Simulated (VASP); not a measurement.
Wanted: the native input for a VASP 6.6.1 run.

```yaml
Task: single point
Functional: PBEsol
Potentials_or_basis: VASP PAW PBE potentials, release 64 (B, N)
Cutoff: 520 eV
k_mesh: 6 × 6 × 10
Occupations: gaussian, width 0.05 eV
Spin: no spin polarisation
Dipole_correction: no
Further_INCAR_settings: ALGO = Normal; EDIFF = 1e-06; NBANDS = 26
```

The structure of BN lies in POSCAR:

```
BN
1.0
    4.3982250342      0.0000000000      0.0000000000
    0.0000000000      4.3982250342      0.0000000000
    0.0000000000      0.0000000000      2.2335000000
B N
4 4
Direct
    0.1741337327      0.8258662673      0.5000000000
    0.3258662673      0.3258662673      0.0000000000
    0.6741337327      0.6741337327      0.0000000000
    0.8258662673      0.1741337327      0.5000000000
    0.8123909516      0.8123909516      0.5000000000
    0.3123909516      0.6876090484      0.0000000000
    0.6876090484      0.3123909516      0.0000000000
    0.1876090484      0.1876090484      0.5000000000
```

The input as run:

INCAR

```
SYSTEM = BN
  ALGO = Normal
  EDIFF = 1E-6
  ENCUT = 520
  GGA = PS
  ISIF = 2
  ISMEAR = 0
  LASPH = .True.
  LCHARG = .True.
  LELF = .True.
  LREAL = .False.
  LVHAR = .True.
  LWAVE = .False.
  NBANDS = 26
  NELM = 80
  PREC = Accurate
  SIGMA = 0.05
```

KPOINTS

```
k-points
0
Gamma
  6 6 10
  0 0 0
```

Potentials or basis: VASP PAW PBE potentials, release 64 (B, N).

Command:

```bash
$ cat potpaw_PBE.64/B/POTCAR potpaw_PBE.64/N/POTCAR > POTCAR
$ mpirun -np 1 vasp_std > vasp.out
```

Results of the run:

The pressure is 72.8 GPa, the largest force is 1.890 eV/Å and the band gap on the k mesh is 3.82 eV, indirect (least direct gap 5.59 eV).

Caveat: the PAW data sets were made with another functional, which shifts forces and pressure a little.

It took 21 s on 1 thread of Intel(R) Xeon(R) 6975P-C (Granite Rapids), with other jobs on the host, peak memory 0.18 GiB.
